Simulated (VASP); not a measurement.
# P: relaxation of cell and atoms with PBE

The system is P.

```
P
1.0
     2.46487    0.00000    0.00000
     0.00000    2.46487    0.00000
     0.00000    0.00000    3.55251
P
1
Direct
  0.50000 0.50000 0.00000
```

The cell was built from a structure type or drawn by symmetry, and may not be a known phase.

```
Program                : VASP 6.6.1
Task                   : relaxation of cell and atoms
Functional             : PBE
Potentials or basis    : VASP PAW PBE potentials, release 64 (P)
Cutoff                 : 600 eV
k mesh                 : 8 × 8 × 6
Occupations            : gaussian, width 0.1 eV
Spin                   : no spin polarisation
Dipole correction      : no
Further INCAR settings : ALGO = Normal; EDIFF = 1e-06; IBRION = 2; EDIFFG = -0.04; NSW = 90; ISIF = 3
```

```yaml
Relaxed_volume: 14.77 Å³/atom
Relaxed_cell: a = 2.499 Å, b = 2.499 Å, c = 2.366 Å, α = 90.00°, β = 90.00°, γ = 90.00°
Space_group_after_relaxing_to_0.1_Å: P4/mmm (No. 123)
Energy_gained_by_relaxing: 613.0 meV/atom
Ionic_steps: 18
Pressure_after_relaxing: 0.0 GPa
Band_gap_on_the_k_mesh: zero (an odd number of electrons rules out a gap without spin polarisation)
```

Step by step:
```
step  energy change (eV)  largest force (eV/Å)  pressure (GPa)  volume (Å³)
   1              0.0000                0.0000           -8.44        21.58
   2             -0.1371                0.0000           -3.54        18.22
   3             -0.1482                0.0000            0.03        17.24
   4             -0.1481                0.0000           -0.33        17.32
   5             -0.1557                0.0000           -0.15        17.20
   6             -0.2281                0.0000           -0.68        16.80
   7             -0.4590                0.0000           -5.22        15.88
   8             -0.1989                0.0000           23.44        13.47
   9             -0.5040                0.0000           -5.29        15.57
  10             -0.6060                0.0000            0.91        14.59
  11             -0.5426                0.0000            9.08        14.05
  12             -0.6097                0.0000            1.96        14.50
  13             -0.6100                0.0000            2.87        14.43
  14             -0.5795                0.0000           -7.91        16.00
  15             -0.6129                0.0000           -0.07        14.77
  16             -0.6129                0.0000            0.02        14.76
  17             -0.6116                0.0000           -0.11        14.81
  18             -0.6130                0.0000            0.00        14.77
```

Final structure:
```
CELL_PARAMETERS angstrom
2.49883 0.00000 0.00000
0.00000 2.49883 0.00000
0.00000 0.00000 2.36568
ATOMIC_POSITIONS crystal
P 0.50000 0.50000 0.00000
```

Levels at points of the mesh, in eV from the Fermi level:
| k point | band 1 | band 2 | band 3 | band 4 | band 5 | band 6 |
| --- | --- | --- | --- | --- | --- | --- |
| (0.00, 0.00, 0.00) | -16.56 | 4.00 | 4.00 | 6.31 | 6.32 | 6.79 |
| (0.50, 0.00, 0.00) | -12.66 | -8.70 | 6.53 | 8.80 | 8.98 | 15.62 |
| (0.50, 0.50, 0.00) | -8.52 | -5.58 | -5.58 | 0.83 | 11.09 | 16.76 |
| (0.00, 0.00, 0.50) | -11.58 | -8.81 | 7.31 | 7.31 | 9.40 | 15.71 |
| (0.50, 0.00, 0.50) | -7.27 | -5.81 | -4.78 | 0.94 | 9.63 | 16.76 |
| (0.50, 0.50, 0.50) | -3.10 | -1.98 | -1.96 | -1.96 | 4.30 | 5.08 |

Wall time 25 s on 1 thread of Intel(R) Xeon(R) 6975P-C (Granite Rapids), on a shared host, peak memory 0.13 GiB.

Caveat: the volume moved by over 15 % at a fixed basis, so the end points are rough.
